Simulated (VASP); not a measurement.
Sn: single point with PBE

The system is Sn.

```
CELL_PARAMETERS angstrom
-2.89628 2.89628 1.57997
2.89628 -2.89628 1.57997
2.89628 2.89628 -1.57997
ATOMIC_POSITIONS crystal
Sn 0.00000 0.00000 0.00000
Sn 0.75000 0.25000 0.50000
```

```
Program             : VASP 6.6.1
Task                : single point
Functional          : PBE
Potentials or basis : VASP PAW PBE potentials, release 64 (Sn_d)
Cutoff              : 520 eV
k mesh              : 15 × 15 × 10
Occupations         : fermi-dirac, width 0.05 eV
Spin                : no spin polarisation
```

- Pressure: 3.9 GPa
- Band gap on the k mesh: zero (bands 14 and 15 overlap by 4.47 eV)

Forces on the atoms (eV/Å):
```
Sn   0.002 -0.002  0.000
Sn  -0.002  0.002  0.000
```

Stress tensor (GPa, compression positive):
```
 4.28 -0.12  0.05
-0.12  4.28  0.05
 0.05  0.05  3.08
```

Levels at points of the mesh, in eV from the Fermi level:
| k point | band 11 | band 12 | band 13 | band 14 | band 15 | band 16 | band 17 | band 18 |
| --- | --- | --- | --- | --- | --- | --- | --- | --- |
| (0.00, 0.00, 0.00) | -11.32 | -3.56 | -2.05 | -2.05 | 2.93 | 6.35 | 6.35 | 6.98 |
| (0.00, 0.00, 0.50) | -9.03 | -9.03 | 0.59 | 0.59 | 1.63 | 1.63 | 6.09 | 6.09 |

Run time: 23 min on 1 thread of Oxide Virtual Turin-like Processor (shared host), peak memory 0.96 GiB.

Caveat: the cell stands under pressure; spin-orbit coupling is left out, which moves the levels of the heavy elements.
